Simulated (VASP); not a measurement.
Al: single point with PBEsol

Al:

```
Al
1.0
     0.00000    2.00723    2.00723
     2.00723    0.00000    2.00723
     2.00723    2.00723    0.00000
Al
1
Direct
  0.00000 0.00000 0.00000
```

| Item | Value |
| --- | --- |
| Program | VASP 6.6.1 |
| Task | single point |
| Functional | PBEsol |
| Potentials or basis | VASP PAW PBE potentials, release 64 (Al) |
| Cutoff | 520 eV |
| k mesh | 34 × 34 × 34 |
| Occupations | methfessel-paxton, width 0.1 eV |
| Spin | no spin polarisation |

| Quantity | Value |
| --- | --- |
| Pressure | 0.0 GPa |

Levels at points of the mesh, in eV from the Fermi level:
```tsv
k point	band 1	band 2	band 3	band 4	band 5	band 6
(0.00, 0.00, 0.00)	-11.29	12.69	12.69	12.69	14.33	14.33
(0.50, 0.00, 0.00)	-4.69	-4.42	11.51	11.51	11.59	11.59
(0.50, 0.50, 0.00)	-2.99	-1.63	5.24	5.66	5.66	9.22
```

It took 52 s on 1 thread of Intel Xeon 6975P-C, with other jobs on the host, peak memory 0.23 GiB.

Caveat: the PAW data sets were made with another functional, which shifts forces and pressure a little.
